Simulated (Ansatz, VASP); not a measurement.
# Two plane-wave programs on Cu

```
Cu
1.0
     0.00000    1.78121    1.78121
     1.78121    0.00000    1.78121
     1.78121    1.78121    0.00000
Cu
1
Direct
  0.00000 0.00000 0.00000
```

Alike in both runs: functional PBE; dispersion D3(BJ); k mesh 20 × 20 × 20; occupations gaussian, width 0.1 eV; no spin polarisation.

Ansatz relaxed the structure, and its values are those at the end. VASP's run is a single point on that final structure, the one shown.

|  | VASP | Ansatz |
| --- | --- | --- |
| version | VASP 6.6.1 | Ansatz 0.2.0 |
| potentials or method | VASP PAW PBE potentials, release 64 (Cu), cutoff 600 eV | scalar-relativistic, plane waves, PAW |
| valence electrons in the cell | 11 | 19 |

VASP gave:

- gap on the k mesh at the Fermi level (eV): none
- pressure (GPa): 0.7

Problem. Estimate Ansatz's values.

Solution. gap on the k mesh at the Fermi level (eV): none; pressure (GPa): 0.0.

A gap of «none» marks a metal or a gap that the smearing closes. VASP's potentials hold 11 valence electrons a cell and Ansatz's 19, so a difference there can come from the potentials and not from the codes.
